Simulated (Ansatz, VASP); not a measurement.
**KI in VASP and in Ansatz**

```
CELL_PARAMETERS angstrom
0.00000 3.70078 3.34832
3.70078 0.00000 3.34832
3.70078 3.70078 0.00000
ATOMIC_POSITIONS crystal
K 0.00000 0.00000 0.00000
I 0.50000 0.50000 0.50000
```

Change from the starting cell: strain +0.050 along x and y, -0.050 along z, atoms carried along.

Alike in both runs: task single point; functional r2SCAN; k mesh 6 × 6 × 6; occupations gaussian, width 0.05 eV; no spin polarisation.

|  | VASP | Ansatz |
| --- | --- | --- |
| version | VASP 6.6.1 | Ansatz 0.2.0 |
| potentials or method | VASP PAW PBE potentials, release 64 (K_sv, I), cutoff 520 eV | scalar-relativistic, plane waves, PAW |
| valence electrons in the cell | 16 | 26 |

```csv
,VASP,Ansatz,Ansatz less VASP
gap on the k mesh at the Fermi level (eV),4.47,4.47,+0.003
least direct gap on the mesh (eV),4.47,4.47,+0.003
pressure (GPa),0.1,0.1,0.00
"traceless stress, the component that is largest in VASP (GPa)",1.99,1.97,-0.018
```

VASP's potentials were made for PBE, not for r2SCAN. With one functional, cell and mesh, what is left measures potentials, basis and numerics. VASP's potentials hold 16 valence electrons a cell and Ansatz's 26, so a difference there can come from the potentials and not from the codes.

Neither program's run includes spin-orbit coupling.
